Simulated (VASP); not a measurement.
# Si (Imma) in VASP: single point with PBEsol

Aim: the single point of Si with PBEsol.

All numbers are computed with VASP 6.6.1; they aren't measurements. Logs are shortened: lines on timing, memory, paths and dates and some standing lists are left out, and cuts for length are marked.

### 1 The cell of the first run

Symmetry: Imma, No. 74, orthorhombic system. Conventional cell: a = 3.840 Å, b = 3.880 Å, c = 5.413 Å, α = 90.00°, β = 90.00°, γ = 90.00°. Within 3.1 Å of Si (site symmetry mm2) lie 4 Si at 2.35 to 2.36 Å.

### 2 Single point, PBEsol

The input, INCAR:

```
SYSTEM = Si
ALGO = Normal
EDIFF = 1E-6
ENCUT = 500
GGA = PS
GGA_COMPAT = .False.
ISIF = 2
ISMEAR = 0
LASPH = .True.
LCHARG = .False.
LREAL = .False.
LWAVE = .False.
NBANDS = 11
NELM = 120
PREC = Accurate
SIGMA = 0.01
```

The input, KPOINTS:

```
k-points
0
Gamma
  4 4 4
  0 0 0
```

The input, POSCAR:

```
Si
1.0
    0.0144574395      2.7294414105      2.7065278294
    2.7294414105      0.0144574395      2.7065278294
    2.7438988500      2.7438988500      0.0000000000
Si
2
Direct
    0.0007257658      0.0007257658     -0.0007257658
    0.2492742342      0.2492742342      0.2507257658
```

Potentials or basis: VASP PAW PBE potentials, release 64 (Si).

Started as:

```sh
cat potpaw_PBE.64/Si/POTCAR > POTCAR
mpirun -np 1 vasp_std > vasp.out
```

OUTCAR:

```text
SYSTEM = Si
   EDIFF = 1E-6
   ENCUT = 500
   GGA = PS
   ISIF = 2
   ISMEAR = 0
   LASPH = .True.
   LREAL = .False.
   NELM = 120
   PREC = Accurate

 ion  position               nearest neighbor table
   1  0.001  0.001  0.999-   2 2.35   2 2.35   2 2.36   2 2.36
   2  0.249  0.249  0.251-   1 2.35   1 2.35   1 2.36   1 2.36

  LATTYP: Found a body centered orthorhombic cell.
 ALAT       =     3.8395671534
 B/A-ratio  =     1.0106501104
 C/A-ratio  =     1.4098088255

  Lattice vectors:

 A1 = (   2.7294414105,   0.0144574395,  -2.7065278294)
 A2 = (  -2.7294414105,  -0.0144574395,  -2.7065278294)
 A3 = (   0.0144574395,   2.7294414105,   2.7065278294)

Analysis of symmetry for initial positions (statically):
=====================================================================
 Subroutine PRICEL returns:
 Original cell was already a primitive cell.

 Routine SETGRP: Setting up the symmetry group for a
 body centered orthorhombic supercell.

 Subroutine GETGRP returns: Found  8 space group operations
 (whereof  4 operations were pure point group operations)
 out of a pool of  8 trial point group operations.

The static configuration has the point symmetry C_2v.
 The point group associated with its full space group is D_2h.

Analysis of symmetry for dynamics (positions and initial velocities):
=====================================================================
 Subroutine PRICEL returns:
 Original cell was already a primitive cell.

 Routine SETGRP: Setting up the symmetry group for a
 body centered orthorhombic supercell.

 Subroutine GETGRP returns: Found  8 space group operations
 (whereof  4 operations were pure point group operations)
 out of a pool of  8 trial point group operations.

The dynamic configuration has the point symmetry C_2v.
 The point group associated with its full space group is D_2h.

 Subroutine INISYM returns: Found  8 space group operations
 (whereof  4 operations are pure point group operations),
 and found     1 'primitive' translations

----------------------------------------------------------------------------------------

                                     Primitive cell

  volume of cell :      40.3253

  direct lattice vectors                    reciprocal lattice vectors
     0.014457440  2.729441411  2.706527829    -0.184163150  0.184163150  0.184738540
     2.729441411  0.014457440  2.706527829     0.184163150 -0.184163150  0.184738540
     2.743898850  2.743898850  0.000000000     0.182222461  0.182222461 -0.184738540

  length of vectors
     3.843872048  3.843872048  3.880458967     0.319312480  0.319312480  0.317077874

  position of ions in fractional coordinates (direct lattice)
     0.000725766  0.000725766  0.999274234
     0.249274234  0.249274234  0.250725766

  ion indices of the primitive-cell ions
   primitive index   ion index
                 1           1
                 2           2

----------------------------------------------------------------------------------------

 KPOINTS: k-points

Automatic generation of k-mesh.
 Grid dimensions read from file:
 generate k-points for:    4    4    4

 Generating k-lattice:

  Cartesian coordinates                     Fractional coordinates (reciprocal lattice)
    -0.046040787  0.046040787  0.046184635     0.250000000  0.000000000  0.000000000
     0.046040787 -0.046040787  0.046184635     0.000000000  0.250000000  0.000000000
     0.045555615  0.045555615 -0.046184635     0.000000000  0.000000000  0.250000000

  Length of vectors
     0.079828120  0.079828120  0.079269469

  Shift w.r.t. Gamma in fractional coordinates (k-lattice)
     0.000000000  0.000000000  0.000000000

 Subroutine IBZKPT returns following result:
 ===========================================

 Found     18 irreducible k-points:

 Following reciprocal coordinates:
            Coordinates               Weight
  0.000000  0.000000  0.000000      1.000000
  0.250000 -0.000000  0.000000      4.000000
  0.500000 -0.000000  0.000000      2.000000
  0.250000  0.250000  0.000000      2.000000
  0.500000  0.250000  0.000000      4.000000
 -0.250000  0.250000  0.000000      2.000000
[... 10 lines left out ...]
  0.250000  0.250000  0.500000      2.000000
 -0.250000  0.250000  0.500000      2.000000
   k-points           NKPTS =     18   k-points in BZ     NKDIM =     18   number of bands    NBANDS=     11
   number of dos      NEDOS =    301   number of ions     NIONS =      2
   total plane-waves  NPLWV =  21952
   dimension x,y,z NGX =    28 NGY =   28 NGZ =   28
   dimension x,y,z NGXF=    56 NGYF=   56 NGZF=   56
   ions per type =               2
   NGX,Y,Z   is equivalent  to a cutoff of  12.11, 12.11, 12.00 a.u.
   NGXF,Y,Z  is equivalent  to a cutoff of  24.22, 24.22, 23.99 a.u.
 SYSTEM =  Si
   PREC   = accura    normal or accurate (medium, high low for compatibility)
   ISTART =      0    job   : 0-new  1-cont  2-samecut
   ICHARG =      2    charge: 1-file 2-atom 10-const
   ISPIN  =      1    spin polarized calculation?
   LNONCOLLINEAR =      F non collinear calculations
   LSORBIT =      F    spin-orbit coupling
   LASPH  =      T    aspherical Exc in radial PAW
   ENCUT  =  500.0 eV  36.75 Ry    6.06 a.u.   7.01  7.01  7.07*2*pi/ulx,y,z
   NELM   =    120;   NELMIN=  2; NELMDL= -5     # of ELM steps
   EDIFF  = 0.1E-05   stopping-criterion for ELM
   LREAL  =      F    real-space projection
   EDIFFG = 0.1E-04   stopping-criterion for IOM
   NSW    =      0    number of steps for IOM
   IBRION =     -1    ionic relax: 0-MD 1-quasi-New 2-CG
   NFREE  =      0    steps in history (QN), initial steepest desc. (CG)
   ISIF   =      2    stress and relaxation
   ISYM   =      2    0-nonsym 1-usesym 2-fastsym
   POTIM  = 0.5000    time-step for ionic-motion
   TEBEG  =    0.0;   TEEND  =   0.0 temperature during run
   PSTRESS=    0.0 pullay stress
   NELECT =       8.0000    total number of electrons
   NUPDOWN=      -1.0000    fix difference up-down
   EMIN   =  10.00;   EMAX   =-10.00  energy-range for DOS
   EFERMI =   0.00;   METHOD = LEGACY
   ISMEAR =     0;   SIGMA  =   0.01  broadening in eV -4-tet -1-fermi 0-gaus
   EFERMI_NEDOS =   21; number of points for ismear=-14 and -15
   IALGO  =     38    algorithm
   IMIX   =      4    mixing-type and parameters
     AMIX     =   0.40;   BMIX     =  1.00
     AMIX_MAG =   1.60;   BMIX_MAG =  1.00
  volume/ion in A,a.u.               =      20.16       136.06
  Fermi-wavevector in a.u.,A,eV,Ry     =   0.954800  1.804310 12.403645  0.911642
  Thomas-Fermi vector in A             =   2.083579
   LORBIT       =      0    0 simple, 1 ext, 2 COOP (PROOUT), +10 PAW based schemes
   GGA     = PS    functional components
   LHFCALC =     F    Hartree Fock is set to
   AEXX    =    0.0000 exact exchange contribution
   IVDW    =     0    specifies the selected vdW correction
   LEPSILON=     F    determine dielectric tensor
   LRPA    =     F    only Hartree local field effects (RPA)
 non-spin polarized calculation
 Gauss-broadening in eV      SIGMA  =   0.01
  energy-cutoff  :      500.00
  volume of cell :       40.33
 maximum number of plane-waves:      1040
   NGX = 13   NGY = 13   NGZ = 15

 number of electron       8.0000000 magnetization

 Free energy of the ion-electron system (eV)
  ---------------------------------------------------
  ext. energy  EPLUGINS =         0.00000000
  ---------------------------------------------------
  free energy    TOTEN  =       -11.29467754 eV

  energy without entropy =      -11.29467754  energy(sigma->0) =      -11.29467754

 E-fermi :   5.8477     XC(G=0):  -9.5050

 val. band max:        5.8026686392   @ k =   0.0000   0.0000   0.0000
 cond. band min:       6.2200833152   @ k =   0.5000   0.5000   0.0000
 fundamental gap:      0.4174146760
 Fermi energy:         5.8476709780

 k-point     1 :       0.0000    0.0000    0.0000
  band No.  band energies     occupation
      1      -6.1881      2.00000
      2       5.6965      2.00000
      3       5.7955      2.00000
      4       5.8027      2.00000
      5       8.2107      0.00000
      6       8.2240      0.00000
      7       8.3273      0.00000
      8       9.0223      0.00000
      9      13.3505      0.00000
     10      13.4306      0.00000
     11      13.5012      0.00000

 k-point     2 :       0.2500   -0.0000    0.0000
  band No.  band energies     occupation
      1      -5.3821      2.00000
      2       1.8526      2.00000
      3       4.9201      2.00000
      4       5.0273      2.00000
      5       7.6374      0.00000
      6       9.1453      0.00000
      7       9.2315      0.00000
      8      12.5645      0.00000
      9      12.8033      0.00000
     10      12.9145      0.00000
     11      14.4861      0.00000

 k-point     3 :       0.5000   -0.0000    0.0000
  band No.  band energies     occupation
      1      -3.8255      2.00000
      2      -1.2202      2.00000
      3       4.4769      2.00000
      4       4.5895      2.00000
      5       7.1337      0.00000
      6       8.9369      0.00000
      7       9.0531      0.00000
      8      13.2028      0.00000
      9      16.2571      0.00000
     10      16.2760      0.00000
     11      16.9363      0.00000
[... 183 lines left out ...]
 k-point    17 :       0.2500    0.2500    0.5000
  band No.  band energies     occupation
      1      -4.1768      2.00000
      2       0.2940      2.00000
      3       1.9922      2.00000
      4       4.4344      2.00000
      5       8.1111      0.00000
      6      10.5078      0.00000
      7      10.8859      0.00000
      8      11.8666      0.00000
      9      12.1627      0.00000
     10      15.0281      0.00000
     11      18.2336      0.00000

 k-point    18 :      -0.2500    0.2500    0.5000
  band No.  band energies     occupation
      1      -1.8912      2.00000
      2      -1.8912      2.00000
      3       1.8667      2.00000
      4       1.8667      2.00000
      5       9.9859      0.00000
      6       9.9859      0.00000
      7      10.7447      0.00000
      8      10.7447      0.00000
      9      16.1330      0.00000
     10      16.1330      0.00000
     11      18.5868      0.00000

------------------------ aborting loop because EDIFF is reached ----------------------------------------

  FORCE on cell =-STRESS in cart. coord.  units (eV):
  Direction    XX          YY          ZZ          XY          YZ          ZX
  --------------------------------------------------------------------------------------
  -------------------------------------------------------------------------------------
  Total       -0.0067957     -0.0067957      0.1870792     -0.1915208      0.0000000      0.0000000
  in kB       -0.2700026     -0.2700026      7.4329006     -7.6093687      0.0000000      0.0000000
  external PRESSURE =       2.2976318 kB  Pullay stress =       0.0000000 kB

 VOLUME and BASIS-vectors are now :
 -----------------------------------------------------------------------------
  energy-cutoff  :      500.00
  volume of cell :       40.33
      direct lattice vectors                 reciprocal lattice vectors
     0.014457440  2.729441411  2.706527829    -0.184163150  0.184163150  0.184738540
     2.729441411  0.014457440  2.706527829     0.184163150 -0.184163150  0.184738540
     2.743898850  2.743898850  0.000000000     0.182222461  0.182222461 -0.184738540

 POSITION                                       TOTAL-FORCE (eV/Angst)
 -----------------------------------------------------------------------------------
      2.74390      2.74390      0.00393        -0.000000     -0.000000     -0.008393
      1.37195      1.37195      1.34934         0.000000      0.000000      0.008393
 -----------------------------------------------------------------------------------
    total drift:                               -0.000000     -0.000000     -0.000000

  FREE ENERGIE OF THE ION-ELECTRON SYSTEM (eV)
  ---------------------------------------------------
  free  energy   TOTEN  =       -11.2946775421 eV

  energy  without entropy=      -11.2946775421  energy(sigma->0) =      -11.29467754
```

It took 16 s on 1 thread of Intel Xeon 8259CL, shared host; peak memory 0.14 GiB.

What came out:

| Item | Value |
| --- | --- |
| Free energy | -11.2947 eV |
| Pressure | 0.2 GPa |
| Largest force | 0.008 eV/Å |
| Band gap on the k mesh | 0.42 eV, indirect (least direct gap 2.41 eV) |

Forces in eV/Å, atoms in the order of the input:
```
Si   0.000  0.000 -0.008
Si   0.000  0.000  0.008
```

Levels at points of the mesh, in eV from the valence-band top:
| k point | band 1 | band 2 | band 3 | band 4 | band 5 | band 6 | band 7 | band 8 |
| --- | --- | --- | --- | --- | --- | --- | --- | --- |
| (0.00, 0.00, 0.00) | -11.99 | -0.11 | -0.01 | 0.00 | 2.41 | 2.42 | 2.52 | 3.22 |
| (0.50, 0.00, 0.00) | -9.63 | -7.02 | -1.33 | -1.21 | 1.33 | 3.13 | 3.25 | 7.40 |
| (0.50, 0.50, 0.00) | -7.84 | -7.80 | -3.02 | -2.88 | 0.42 | 0.57 | 9.91 | 9.98 |
| (0.00, 0.00, 0.50) | -9.68 | -7.04 | -1.23 | -1.19 | 1.45 | 3.23 | 3.25 | 7.48 |
| (0.50, 0.00, 0.50) | -7.87 | -7.87 | -2.88 | -2.88 | 0.56 | 0.56 | 9.94 | 9.94 |

Caveat: the k points lie up to 0.50 Å⁻¹ apart; the PAW data sets were made with another functional, which shifts forces and pressure a little.
